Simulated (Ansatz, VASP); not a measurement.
**BaSr3: VASP beside Ansatz**

The input INCAR:

```
SYSTEM = BaSr3
PREC = Accurate
ENCUT = 520
EDIFF = 1E-6
ISMEAR = -1
SIGMA = 0.1
LREAL = .False.
LASPH = .True.
NELM = 60
ALGO = Normal
ISIF = 2
LWAVE = .False.
LCHARG = .True.
LELF = .True.
LVHAR = .True.
NBANDS = 28
```

Contents of KPOINTS:

```
regular mesh
0
Gamma
  4 4 4
  0 0 0
```

The input POSCAR:

```
BaSr3
1.0
    0.0000000000      4.8750287800      4.8750287800
    4.8750287800      0.0000000000      4.8750287800
    4.8750287800      4.8750287800      0.0000000000
Ba Sr
1 3
Direct
    0.0000000000      0.0000000000      0.0000000000
    0.2500000000      0.2500000000      0.2500000000
    0.7500000000      0.7500000000      0.7500000000
    0.5000000000      0.5000000000      0.5000000000
```

Input for Ansatz:

```yaml
crystal:
  lattice:
    - [0.0, 4.87502878, 4.87502878]
    - [4.87502878, 0.0, 4.87502878]
    - [4.87502878, 4.87502878, 0.0]
  atoms:
    - { symbol: Ba, position: [0.0, 0.0, 0.0] }
    - { symbol: Sr, position: [0.25, 0.25, 0.25] }
    - { symbol: Sr, position: [0.75, 0.75, 0.75] }
    - { symbol: Sr, position: [0.5, 0.5, 0.5] }
kpoints:
  mp_grid:
    grid: [4, 4, 4]
hamiltonian:
  xc: lda
  pseudopotentials:
    kind: paw
scf:
  occupations:
    method: fermi_dirac
output:
  forces: true
  stress: true
  eigenvalues: true
```

Alike in both runs: task single point; functional LDA; k mesh 4 × 4 × 4; no spin polarisation.

|  | VASP | Ansatz |
| --- | --- | --- |
| version | VASP 6.6.1 | Ansatz 0.2.0 |
| potentials or method | VASP PAW LDA potentials, release 64 (Ba_sv, Sr_sv) | plane waves, PAW |
| plane-wave cutoff (eV) | 520 | 420 |
| occupations | fermi-dirac, width 0.1 eV | fermi-dirac |
| valence electrons in the cell | 40 | 40 |

```csv
,VASP,Ansatz,Ansatz less VASP
gap on the k mesh at the Fermi level (eV),none,none,-
pressure (GPa),-1.6,-1.6,0.00
```

LDA's correlation is that of Perdew and Zunger in VASP and of Perdew and Wang (1992) in Ansatz. A gap of «none» marks a metal or a gap that the smearing closes.

Neither program's run includes spin-orbit coupling.
